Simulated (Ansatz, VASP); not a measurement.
**NbTe4Mo in VASP and in Ansatz**

```
Nb Te Mo
1.0
     3.62338    0.00000    0.00000
    -1.81169    3.13794    0.00000
     0.00000    0.00000   14.73590
Nb Te Mo
1 4 1
Direct
  0.66667 0.33333 0.50000
  0.33333 0.66667 0.37328
  0.66667 0.33333 0.87898
  0.33333 0.66667 0.62672
  0.66667 0.33333 0.12102
  0.33333 0.66667 0.00000
```

Alike in both runs: functional PBE; k mesh 12 × 12 × 4; occupations gaussian, width 0.1 eV; no spin polarisation.

Ansatz relaxed the structure, and its values are those at the end. VASP's run is a single point on that final structure, the one shown.

|  | VASP | Ansatz |
| --- | --- | --- |
| version | VASP 6.6.1 | Ansatz 0.2.0 |
| potentials or method | VASP PAW PBE potentials, release 64 (Nb_sv, Te, Mo_sv), cutoff 520 eV | scalar-relativistic, plane waves, PAW |
| valence electrons in the cell | 51 | 91 |

Ansatz gave:

| Item | Value |
| --- | --- |
| gap on the k mesh at the Fermi level (eV) | none |
| pressure (GPa) | 0.0 |
| rms of the force components (eV/Å) | 0.000 |

Q: Which values does VASP return?

A: gap on the k mesh at the Fermi level (eV): none; pressure (GPa): 0.0; rms of the force components (eV/Å): 0.005.

A gap of «none» marks a metal or a gap that the smearing closes. With one functional, cell and mesh, what is left measures potentials, basis and numerics. VASP's potentials hold 51 valence electrons a cell and Ansatz's 91, so a difference there can come from the potentials and not from the codes.

Spin-orbit coupling is off throughout.
